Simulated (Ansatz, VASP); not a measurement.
# One calculation of BaNaF, two programs

File INCAR:

```
SYSTEM = BaNaF
PREC     = Accurate       ! precision mode
ENCUT    = 520            ! plane-wave cutoff, eV
EDIFF    = 1E-6           ! SCF threshold, eV
ISMEAR   = 0              ! smearing method
SIGMA    = 0.1            ! smearing width, eV
LREAL    = .FALSE.        ! projectors in reciprocal space
LASPH    = .TRUE.         ! aspherical terms in the spheres
NELM     = 80             ! most SCF steps
ALGO     = Normal         ! electronic algorithm
ISIF     = 2              ! what is computed and relaxed
LWAVE    = .FALSE.        ! write WAVECAR
LCHARG   = .FALSE.        ! write CHGCAR
GGA      = PE             ! functional
NBANDS   = 33             ! bands
```

The input KPOINTS:

```
Automatic mesh
0
G
  6 6 2
  0 0 0
```

The input POSCAR:

```
BaNaF
1.0
    4.4942188500      0.0000000000      0.0000000000
   -2.2471094300      3.8921077000      0.0000000000
    0.0000000000      0.0000000000      7.8920720600
Na Ba F
2 2 2
Direct
    0.3333333300      0.6666666700      0.7500000000
    0.6666666700      0.3333333300      0.2500000000
    0.0000000000      0.0000000000      0.5000000000
    0.0000000000      0.0000000000      0.0000000000
    0.3333333300      0.6666666700      0.2500000000
    0.6666666700      0.3333333300      0.7500000000
```

Input for Ansatz:

```yaml
crystal:
  lattice:
    - [4.49421885, 0.0, 0.0]
    - [-2.24710943, 3.8921077, 0.0]
    - [0.0, 0.0, 7.89207206]
  atoms:
    - { symbol: Na, position: [0.33333333, 0.66666667, 0.75] }
    - { symbol: Na, position: [0.66666667, 0.33333333, 0.25] }
    - { symbol: Ba, position: [0.0, 0.0, 0.5] }
    - { symbol: Ba, position: [0.0, 0.0, 0.0] }
    - { symbol: F, position: [0.33333333, 0.66666667, 0.25] }
    - { symbol: F, position: [0.66666667, 0.33333333, 0.75] }
basis:
  ecutwfc: 420
kpoints:
  mp_grid: { grid: [6, 6, 2] }
hamiltonian:
  xc: pbe
scf:
  occupations: { method: gaussian, width: 0.1 }
  lower_state_search: "off"
output:
  forces: true
  stress: true
  eigenvalues: true
```

Change from the starting cell: species swapped into the NdSbPd type (P6_3/mmc, No. 194).

Alike in both runs: task single point; functional PBE; k mesh 6 × 6 × 2; occupations gaussian, width 0.1 eV; no spin polarisation.

|  | VASP | Ansatz |
| --- | --- | --- |
| version | VASP 6.6.1 | Ansatz 0.2.0 |
| potentials or method | VASP PAW PBE potentials, release 64 (Na_pv, Ba_sv, F), cutoff 520 eV | scalar-relativistic, plane waves, PAW |
| valence electrons in the cell | 48 | 52 |

Ansatz gave:

- gap on the k mesh at the Fermi level (eV): none
- pressure (GPa): 5.1
- traceless stress, the component that is largest in VASP (GPa): 3.14

Task: Estimate VASP's values.

Result: gap on the k mesh at the Fermi level (eV): none; pressure (GPa): 5.2; traceless stress, the component that is largest in VASP (GPa): 3.17.

A gap of «none» marks a metal or a gap that the smearing closes. With one functional, cell and mesh, what is left measures potentials, basis and numerics. VASP's potentials hold 48 valence electrons a cell and Ansatz's 52, so a difference there can come from the potentials and not from the codes.

The k mesh is coarse, so the values compare programs but aren't converged. Spin-orbit coupling is off throughout.
